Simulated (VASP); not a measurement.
Runs of VASP 6.6.1 on Yb. The structure is that of space group Fm-3m (No. 225), or close to it. The cells are those of the table. 

```csv
level,cell,k mesh,smearing,pressure (GPa)
r2SCAN,"a = 3.744 Å, angles 60.0°, 1 atom",11 × 11 × 11,fermi-dirac 0.1 eV,(b)
r2SCAN,"a = 3.594 Å, angles 60.0°, 1 atom",11 × 11 × 11,fermi-dirac 0.1 eV,1.4
r2SCAN,"a = 3.671 Å, angles 60.0°, 1 atom",11 × 11 × 11,fermi-dirac 0.1 eV,-0.7
r2SCAN,"a = 3.633 Å, angles 60.0°, 1 atom",11 × 11 × 11,fermi-dirac 0.1 eV,0.7
PBE,"a = 3.671 Å, angles 60.0°, 1 atom",36 × 36 × 36,fermi-dirac 0.0612256 eV,0.3
r2SCAN,"a = 3.708 Å, angles 60.0°, 1 atom",11 × 11 × 11,fermi-dirac 0.1 eV,(a)
```

Alike in all rows: task single point; potentials or basis VASP PAW PBE potentials, release 64 (Yb); no spin polarisation; cutoff (eV) 520.

**Question.** Estimate the missing entries.

**Answer.** (a) -0.5; (b) -1.1.

Caveats: the PAW data sets were made with another functional, which shifts forces and pressure a little (at least some runs).
